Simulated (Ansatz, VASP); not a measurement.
**ZnS in VASP and in Ansatz**

```
CELL_PARAMETERS angstrom
0.00000 2.78579 2.70465
2.78579 0.00000 2.70465
2.78579 2.78579 0.00000
ATOMIC_POSITIONS crystal
Zn 0.00000 0.00000 0.00000
S 0.75000 0.75000 0.75000
```

Change from the starting cell: equal xx and yy strain of +3 %, crystal datasets.

Alike in both runs: task electric field gradients; functional PBEsol; k mesh 8 × 8 × 8; occupations fermi-dirac, width 0.01 eV; no spin polarisation.

```csv
,VASP,Ansatz
version,VASP 6.6.1,Ansatz 0.2.0
potentials or method,"VASP PAW PBE potentials, release 64 (Zn, S), cutoff 520 eV","all-electron PAW with datasets made for the crystal, scalar-relativistic"
```

```tsv
	VASP	Ansatz	Ansatz less VASP
gap on the k mesh at the Fermi level (eV)	1.65	1.65	+0.001
pressure (GPa)	-5.6	-5.7	-0.14
traceless stress, the component that is largest in VASP (GPa)	0.83	0.84	+0.005
size of Vzz on the site where it differs most (V/Å²)	4.9	5.2	+0.30
```

VASP's potentials were made for PBE, not for PBEsol. Ansatz ran all-electron here, and VASP with PAW potentials.
